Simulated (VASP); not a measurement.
Set up this calculation in VASP 6.6.1, as the native input.

```yaml
Task: single point
Functional: PBE
Potentials_or_basis: VASP PAW PBE potentials, release 64 (Eu, S)
Cutoff: 600 eV
k_mesh: 7 × 7 × 7
Occupations: fermi-dirac, width 0.1 eV
Spin: collinear spin, ferromagnetic start
Starting_moments: "[4.9, 0.0] μB"
Hubbard_terms: Eu f U = 5.0 eV
Dipole_correction: no
Further_INCAR_settings: ALGO = Normal; EDIFF = 1e-06; NBANDS = 22
```

The structure of EuS lies in POSCAR:

```
EuS
1.0
    0.0000000000      3.0558980143      3.0558980143
    3.0558980143      0.0000000000      3.0558980143
    3.0558980143      3.0558980143      0.0000000000
Eu S
1 1
Direct
    0.0000000000      0.0000000000      0.0000000000
    0.5000000000      0.5000000000      0.5000000000
```

The input as run:

INCAR

```
SYSTEM = EuS
PREC     = Accurate       ! precision mode
ENCUT    = 600            ! plane-wave cutoff, eV
EDIFF    = 1E-6           ! SCF threshold, eV
ISMEAR   = -1             ! smearing method
SIGMA    = 0.1            ! smearing width, eV
LREAL    = .FALSE.        ! projectors in reciprocal space
LASPH    = .TRUE.         ! aspherical terms in the spheres
NELM     = 200            ! most SCF steps
ALGO     = Normal         ! electronic algorithm
ISIF     = 2              ! what is computed and relaxed
LWAVE    = .FALSE.        ! write WAVECAR
LCHARG   = .FALSE.        ! write CHGCAR
ISPIN    = 2              ! spin polarisation
MAGMOM   = 4.9 0          ! initial moments
LORBIT   = 11             ! projections on sites
LMAXMIX  = 6              ! l up to which the mixer works
LDAU     = .TRUE.         ! DFT+U
LDAUTYPE = 2            
LDAUL    = 3 -1           ! shell
LDAUU    = 5 0            ! U, eV
LDAUJ    = 0 0          
LDAUPRINT= 1            
GGA      = PE             ! functional
NBANDS   = 22             ! bands
GGA_COMPAT= .FALSE.
```

KPOINTS

```
Automatic mesh
0
G
  7 7 7
  0 0 0
```

Potentials or basis: VASP PAW PBE potentials, release 64 (Eu, S).

Launch:

```bash
$ cat potpaw_PBE.64/Eu/POTCAR potpaw_PBE.64/S/POTCAR > POTCAR
$ mpirun -np 1 vasp_std > vasp.out
```

It gave:

```yaml
Pressure: -2.7 GPa
Band_gap_on_the_k_mesh: 0.61 eV, indirect (least direct gap 0.82 eV)
Net_moment: 7.00 μB per cell
Site_moments: Eu +6.72; S -0.06 μB
Valence_electrons_inside_the_program's_atomic_spheres: Eu 14.85; S 3.74
```

Caveat: spin-orbit coupling is left out, which moves the levels of the heavy elements; a cell with one magnetic atom can't hold antiferromagnetic order, which such compounds often take.

Wall time 58 s on 1 thread of Intel(R) Xeon(R) Platinum 8488C (Sapphire Rapids) (shared host), peak memory 0.26 GiB.
